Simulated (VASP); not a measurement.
# Rh (Fm-3m) in VASP: settings compared

Aim: see how the results for Rh move with the level of theory and the settings. Levels: r2SCAN+U, r2SCAN. Tasks: single point.

Program: VASP 6.6.1. These are calculated values, not measurements. Logs are shortened: lines on timing, memory, paths and dates and some standing lists are left out, and cuts for length are marked.

**1. The cell of the first run**

Symmetry: Fm-3m, No. 225, cubic system. The conventional cell has a = 3.801 Å, b = 3.801 Å, c = 3.801 Å, α = 90.00°, β = 90.00°, γ = 90.00°. Rh (site symmetry m-3m) has 12 Rh at 2.69 Å within 3.5 Å.

**2. Single point, r2SCAN+U**

Input file POSCAR:

```
Rh
1.0
    0.0000000000      1.9003570901     -1.9003570901
   -1.9003570901      0.0000000000      1.9003570901
    3.8007141803      3.8007141803      3.8007141803
Rh
3
Direct
    0.0000000000      0.0000000000      0.0000000000
    0.3333333330      0.6666666670      0.3333333330
    0.6666666670      0.3333333330      0.6666666670
```

Input file INCAR.step1:

```
SYSTEM = Rh
PREC     = Accurate       ! precision mode
ENCUT    = 520            ! plane-wave cutoff, eV
ISMEAR   = -1             ! smearing method
SIGMA    = 0.08           ! smearing width, eV
LREAL    = .FALSE.        ! projectors in reciprocal space
LASPH    = .TRUE.         ! aspherical terms in the spheres
NELM     = 150            ! most SCF steps
LMAXMIX  = 4              ! l up to which the mixer works
LDAU     = .TRUE.         ! DFT+U
LDAUTYPE = 2            
LDAUL    = 2              ! shell
LDAUU    = 2              ! U, eV
LDAUJ    = 0            
NBANDS   = 30             ! bands
GGA      = PE             ! functional
ALGO     = Normal         ! electronic algorithm
EDIFF    = 1E-4           ! SCF threshold, eV
LWAVE    = .TRUE.         ! write WAVECAR
LCHARG   = .FALSE.        ! write CHGCAR
```

Input file INCAR.step2:

```
SYSTEM = Rh
PREC     = Accurate       ! precision mode
ENCUT    = 520            ! plane-wave cutoff, eV
EDIFF    = 1E-6           ! SCF threshold, eV
ISMEAR   = -1             ! smearing method
SIGMA    = 0.08           ! smearing width, eV
LREAL    = .FALSE.        ! projectors in reciprocal space
LASPH    = .TRUE.         ! aspherical terms in the spheres
NELM     = 150            ! most SCF steps
ALGO     = Normal         ! electronic algorithm
ISIF     = 2              ! what is computed and relaxed
LWAVE    = .FALSE.        ! write WAVECAR
LCHARG   = .TRUE.         ! write CHGCAR
LMAXMIX  = 4              ! l up to which the mixer works
LDAU     = .TRUE.         ! DFT+U
LDAUTYPE = 2            
LDAUL    = 2              ! shell
LDAUU    = 2              ! U, eV
LDAUJ    = 0            
LDAUPRINT= 1            
METAGGA  = R2SCAN         ! meta-GGA
LMIXTAU  = .TRUE.       
LELF     = .TRUE.         ! ELF
LVHAR    = .TRUE.       
NBANDS   = 30             ! bands
ISTART   = 1
```

Input file KPOINTS:

```
regular mesh
0
G
  15 15 6
  0 0 0
```

Potentials or basis: VASP PAW PBE potentials, release 64 (Rh_pv).

On the command line:

```bash
$ cat potpaw_PBE.64/Rh_pv/POTCAR > POTCAR
$ cp INCAR.step1 INCAR
$ mpirun -np 1 vasp_std > vasp.out
$ cp INCAR.step2 INCAR
$ mpirun -np 1 vasp_std > vasp.out
```

OUTCAR:

```text
SYSTEM = Rh
   PREC = Accurate
   ENCUT = 520
   EDIFF = 1E-6
   ISMEAR = -1
   LREAL = .FALSE.
   LASPH = .TRUE.
   NELM = 150
   ISIF = 2
   METAGGA = R2SCAN
   ISTART = 1

 ion  position               nearest neighbor table
   1  0.000  0.000  0.000-   2 2.69   3 2.69   3 2.69   2 2.69   3 2.69   2 2.69
   2  0.333  0.667  0.333-   1 2.69   1 2.69   1 2.69   3 2.69   3 2.69   3 2.69
   3  0.667  0.333  0.667-   1 2.69   1 2.69   1 2.69   2 2.69   2 2.69   2 2.69

  LATTYP: Found a hexagonal cell.
 ALAT       =     2.6875107702
 C/A-ratio  =     2.4494897428

  Lattice vectors:

 A1 = (   0.0000000000,   1.9003570901,  -1.9003570901)
 A2 = (  -1.9003570901,   0.0000000000,   1.9003570901)
 A3 = (   3.8007141803,   3.8007141803,   3.8007141803)

Analysis of symmetry for initial positions (statically):
=====================================================================
 Subroutine PRICEL returns following result:

  LATTYP: Found a face centered cubic cell.
 ALAT       =     3.8007141765

  Lattice vectors:

 A1 = (   1.9003570882,   1.9003570882,   0.0000000000)
 A2 = (  -0.0000000019,   1.9003570882,   1.9003570901)
 A3 = (   1.9003570939,   0.0000000038,   1.9003570901)

   3 primitive cells build up your supercell.

 Routine SETGRP: Setting up the symmetry group for a
 hexagonal supercell.

 Subroutine GETGRP returns: Found 12 space group operations
 (whereof 12 operations were pure point group operations)
 out of a pool of 24 trial point group operations.

The static configuration has the point symmetry D_3d.

Analysis of symmetry for dynamics (positions and initial velocities):
=====================================================================
 Subroutine PRICEL returns following result:

  LATTYP: Found a face centered cubic cell.
 ALAT       =     3.8007141765

  Lattice vectors:

 A1 = (   1.9003570882,   1.9003570882,   0.0000000000)
 A2 = (  -0.0000000019,   1.9003570882,   1.9003570901)
 A3 = (   1.9003570939,   0.0000000038,   1.9003570901)

   3 primitive cells build up your supercell.

 Routine SETGRP: Setting up the symmetry group for a
 hexagonal supercell.

 Subroutine GETGRP returns: Found 12 space group operations
 (whereof 12 operations were pure point group operations)
 out of a pool of 24 trial point group operations.

The dynamic configuration has the point symmetry D_3d.

 Subroutine INISYM returns: Found 12 space group operations
 (whereof 12 operations are pure point group operations),
 and found     3 'primitive' translations

----------------------------------------------------------------------------------------

                                     Primitive cell

  volume of cell :      13.7257

  direct lattice vectors                    reciprocal lattice vectors
     1.900357088  1.900357088  0.000000000     0.263108445  0.263108447 -0.263108446
    -0.000000002  1.900357088  1.900357090    -0.263108446  0.263108446  0.263108446
     1.900357094  0.000000004  1.900357090     0.263108446 -0.263108446  0.263108446

  length of vectors
     2.687510768  2.687510769  2.687510773     0.455717196  0.455717196  0.455717196

  position of ions in fractional coordinates (direct lattice)
     0.000000000  0.000000000  0.000000000

  ion indices of the primitive-cell ions
   primitive index   ion index
                 1           1

----------------------------------------------------------------------------------------

 KPOINTS: regular mesh

Automatic generation of k-mesh.
 Grid dimensions read from file:
 generate k-points for:   15   15    6

 Generating k-lattice:

  Cartesian coordinates                     Fractional coordinates (reciprocal lattice)
    -0.011693709  0.023387417 -0.011693709     0.066666667  0.000000000  0.000000000
    -0.023387417  0.011693709  0.011693709     0.000000000  0.066666667  0.000000000
     0.014617136  0.014617136  0.014617136     0.000000000  0.000000000  0.166666667

  Length of vectors
     0.028643619  0.028643619  0.025317622

  Shift w.r.t. Gamma in fractional coordinates (k-lattice)
     0.000000000  0.000000000  0.000000000

 Subroutine IBZKPT returns following result:
 ===========================================

 Found    146 irreducible k-points:

 Following reciprocal coordinates:
            Coordinates               Weight
  0.000000  0.000000  0.000000      1.000000
  0.066667  0.000000  0.000000      6.000000
  0.133333  0.000000  0.000000      6.000000
  0.200000  0.000000  0.000000      6.000000
  0.266667  0.000000  0.000000      6.000000
  0.333333  0.000000  0.000000      6.000000
[... 16 lines left out ...]
  0.333333  0.200000 -0.000000     12.000000
  0.400000  0.200000  0.000000      6.000000
 [... further k-points ...]
   k-points           NKPTS =    146   k-points in BZ     NKDIM =    146   number of bands    NBANDS=     30
   number of dos      NEDOS =    301   number of ions     NIONS =      3
   total plane-waves  NPLWV =  20000
   dimension x,y,z NGX =    20 NGY =   20 NGZ =   50
   dimension x,y,z NGXF=    40 NGYF=   40 NGZF=  100
   ions per type =               3
   NGX,Y,Z   is equivalent  to a cutoff of  12.37, 12.37, 12.63 a.u.
   NGXF,Y,Z  is equivalent  to a cutoff of  24.74, 24.74, 25.25 a.u.
 SYSTEM =  Rh
   PREC   = accura    normal or accurate (medium, high low for compatibility)
   ISTART =      1    job   : 0-new  1-cont  2-samecut
   ICHARG =      0    charge: 1-file 2-atom 10-const
   ISPIN  =      1    spin polarized calculation?
   LNONCOLLINEAR =      F non collinear calculations
   LSORBIT =      F    spin-orbit coupling
   LASPH  =      T    aspherical Exc in radial PAW
   ENCUT  =  520.0 eV  38.22 Ry    6.18 a.u.   5.00  5.00 12.24*2*pi/ulx,y,z
   NELM   =    150;   NELMIN=  2; NELMDL=  0     # of ELM steps
   EDIFF  = 0.1E-05   stopping-criterion for ELM
   LREAL  =      F    real-space projection
   EDIFFG = 0.1E-04   stopping-criterion for IOM
   NSW    =      0    number of steps for IOM
   IBRION =     -1    ionic relax: 0-MD 1-quasi-New 2-CG
   NFREE  =      0    steps in history (QN), initial steepest desc. (CG)
   ISIF   =      2    stress and relaxation
   ISYM   =      2    0-nonsym 1-usesym 2-fastsym
   POTIM  = 0.5000    time-step for ionic-motion
   TEBEG  =    0.0;   TEEND  =   0.0 temperature during run
   PSTRESS=    0.0 pullay stress
   NELECT =      45.0000    total number of electrons
   NUPDOWN=      -1.0000    fix difference up-down
   EMIN   =  10.00;   EMAX   =-10.00  energy-range for DOS
   EFERMI =   0.00;   METHOD = LEGACY
   ISMEAR =    -1;   SIGMA  =   0.08  broadening in eV -4-tet -1-fermi 0-gaus
   EFERMI_NEDOS =   21; number of points for ismear=-14 and -15
   IALGO  =     38    algorithm
   IMIX   =      4    mixing-type and parameters
     AMIX     =   0.40;   BMIX     =  1.00
     AMIX_MAG =   1.60;   BMIX_MAG =  1.00
  volume/ion in A,a.u.               =      13.73        92.63
  Fermi-wavevector in a.u.,A,eV,Ry     =   1.686268  3.186585 38.688182  2.843501
  Thomas-Fermi vector in A             =   2.768964
   LORBIT       =      0    0 simple, 1 ext, 2 COOP (PROOUT), +10 PAW based schemes
 LDA+U is selected, type is set to LDAUTYPE =  2
   angular momentum for each species LDAUL =     2
   U (eV)           for each species LDAUU =   2.0
   J (eV)           for each species LDAUJ =   0.0
   METAGGA = R2SCAN    functional components
   LHFCALC =     F    Hartree Fock is set to
   AEXX    =    0.0000 exact exchange contribution
   IVDW    =     0    specifies the selected vdW correction
   LEPSILON=     F    determine dielectric tensor
   LRPA    =     F    only Hartree local field effects (RPA)
 non-spin polarized calculation
  energy-cutoff  :      520.00
  volume of cell :       41.18
 maximum number of plane-waves:      1134
   NGX =  9   NGY =  9   NGZ = 25

atom =   1  type =  1  l = 2

 onsite density matrix

spin component  1

  0.6765  0.0003 -0.0006  0.0003  0.0000
  0.0003  0.6765  0.0003  0.0003 -0.0005
 -0.0006  0.0003  0.7904  0.0003 -0.0000
  0.0003  0.0003  0.0003  0.6765  0.0005
  0.0000 -0.0005 -0.0000  0.0005  0.7904
[... 77 lines left out ...]
  o =  0.6762  v = -0.2142  0.7894 -0.0016 -0.5752  0.0060  0.0000  0.0000  0.0000  0.0000  0.0000      0.0000  0.0000  0.0000  0.0000  0.0000  0.0000  0.0000  0.0000  0.0000  0.0000
  o =  0.6762  v =  0.0000  0.0000  0.0000  0.0000  0.0000 -0.2142  0.7894 -0.0016 -0.5752  0.0060      0.0000  0.0000  0.0000  0.0000  0.0000  0.0000  0.0000  0.0000  0.0000  0.0000
  o =  0.6762  v =  0.0000  0.0000  0.0000  0.0000  0.0000 -0.7879  0.2085 -0.0060  0.5794 -0.0016      0.0000  0.0000  0.0000  0.0000  0.0000  0.0000  0.0000  0.0000  0.0000  0.0000
  o =  0.6762  v = -0.7879  0.2085 -0.0060  0.5794 -0.0016  0.0000  0.0000  0.0000  0.0000  0.0000      0.0000  0.0000  0.0000  0.0000  0.0000  0.0000  0.0000  0.0000  0.0000  0.0000
  o =  0.6771  v = -0.5774 -0.5774 -0.0000 -0.5774  0.0000  0.0000  0.0000  0.0000  0.0000  0.0000      0.0000  0.0000  0.0000  0.0000  0.0000  0.0000  0.0000  0.0000  0.0000  0.0000
  o =  0.6771  v =  0.0000  0.0000  0.0000  0.0000  0.0000 -0.5774 -0.5774 -0.0000 -0.5774  0.0000      0.0000  0.0000  0.0000  0.0000  0.0000  0.0000  0.0000  0.0000  0.0000  0.0000
  o =  0.7904  v =  0.0000 -0.0044  0.0000  0.0044  1.0000  0.0000  0.0000  0.0000  0.0000  0.0000      0.0000  0.0000  0.0000  0.0000  0.0000  0.0000  0.0000  0.0000  0.0000  0.0000
  o =  0.7904  v =  0.0000  0.0000  0.0000  0.0000  0.0000  0.0000 -0.0044  0.0000  0.0044  1.0000      0.0000  0.0000  0.0000  0.0000  0.0000  0.0000  0.0000  0.0000  0.0000  0.0000
  o =  0.7904  v =  0.0051 -0.0025 -1.0000 -0.0025  0.0000  0.0000  0.0000  0.0000  0.0000  0.0000      0.0000  0.0000  0.0000  0.0000  0.0000  0.0000  0.0000  0.0000  0.0000  0.0000
  o =  0.7904  v =  0.0000  0.0000  0.0000  0.0000  0.0000  0.0051 -0.0025 -1.0000 -0.0025  0.0000      0.0000  0.0000  0.0000  0.0000  0.0000  0.0000  0.0000  0.0000  0.0000  0.0000

 number of electron      45.0000003 magnetization

 Free energy of the ion-electron system (eV)
  ---------------------------------------------------
  ext. energy  EPLUGINS =         0.00000000
  ---------------------------------------------------
  free energy    TOTEN  =       -66.44626727 eV

  energy without entropy =      -66.37076307  energy(sigma->0) =      -66.40851517

 E-fermi :  11.4409     XC(G=0): -15.1546

 val. band max:       11.4372176685   @ k =   0.0000   0.2000   0.3333
 cond. band min:      11.4413566351   @ k =   0.4000   0.0667   0.1667
 fundamental gap:      0.0041389667
 Fermi energy:        11.4408795894

 k-point     1 :       0.0000    0.0000    0.0000
  band No.  band energies     occupation
      1     -36.4808      2.00000
      2     -36.4808      2.00000
      3     -35.9675      2.00000
      4     -35.9675      2.00000
      5     -35.9674      2.00000
      6     -35.9674      2.00000
[... 781 lines left out ...]
     29      21.8654      0.00000
     30      22.1209      0.00000

 [... further k-points ...]
[... 5 lines left out ...]
  --------------------------------------------------------------------------------------
  -------------------------------------------------------------------------------------
  Total       -0.6296488     -0.6296488     -0.6296488      0.0181878      0.0181878      0.0181878
  in kB      -24.4992110    -24.4992110    -24.4992110      0.7076746      0.7076746      0.7076746
  external PRESSURE =     -24.4992110 kB  Pullay stress =       0.0000000 kB

 VOLUME and BASIS-vectors are now :
 -----------------------------------------------------------------------------
  energy-cutoff  :      520.00
  volume of cell :       41.18
      direct lattice vectors                 reciprocal lattice vectors
     0.000000000  1.900357090 -1.900357090    -0.175405630  0.350811261 -0.175405630
    -1.900357090  0.000000000  1.900357090    -0.350811261  0.175405630  0.175405630
     3.800714180  3.800714180  3.800714180     0.087702815  0.087702815  0.087702815

 POSITION                                       TOTAL-FORCE (eV/Angst)
 -----------------------------------------------------------------------------------
      0.00000      0.00000      0.00000        -0.000000     -0.000000      0.000000
     -0.00000      1.90036      1.90036         0.000000      0.000000     -0.000000
      1.90036      3.80071      1.90036        -0.000000      0.000000      0.000000
 -----------------------------------------------------------------------------------
    total drift:                               -0.000000     -0.000000      0.000000

  FREE ENERGIE OF THE ION-ELECTRON SYSTEM (eV)
  ---------------------------------------------------
  free  energy   TOTEN  =       -66.4462672745 eV

  energy  without entropy=      -66.3707630745  energy(sigma->0) =      -66.40851517
```

Run time: 4.7 min. Hardware: 1 thread of AMD EPYC 9R45 (Zen 5), shared host; peak memory 0.23 GiB.

Results:

| Property | Result |
| --- | --- |
| Free energy | -66.4463 eV |
| Pressure | -2.4 GPa |
| Band gap on the k mesh | zero (an odd number of electrons rules out a gap without spin polarisation) |

Eigenvalues of the final occupation matrices:
| site | spin | trace | eigenvalues |
| --- | --- | --- | --- |
| site 1 d | 1 | 3.61 | 0.68 0.68 0.68 0.79 0.79 |
| site 1 d | 2 | 3.61 | 0.68 0.68 0.68 0.79 0.79 |
| site 2 d | 1 | 3.61 | 0.68 0.68 0.68 0.79 0.79 |
| site 2 d | 2 | 3.61 | 0.68 0.68 0.68 0.79 0.79 |
| site 3 d | 1 | 3.61 | 0.68 0.68 0.68 0.79 0.79 |
| site 3 d | 2 | 3.61 | 0.68 0.68 0.68 0.79 0.79 |

Caveat: the PAW data sets were made with another functional, which shifts forces and pressure a little; U without spin polarisation on a metal has little footing; the U is typed as a test and isn't derived for this compound.

[end of part 1 of 2]
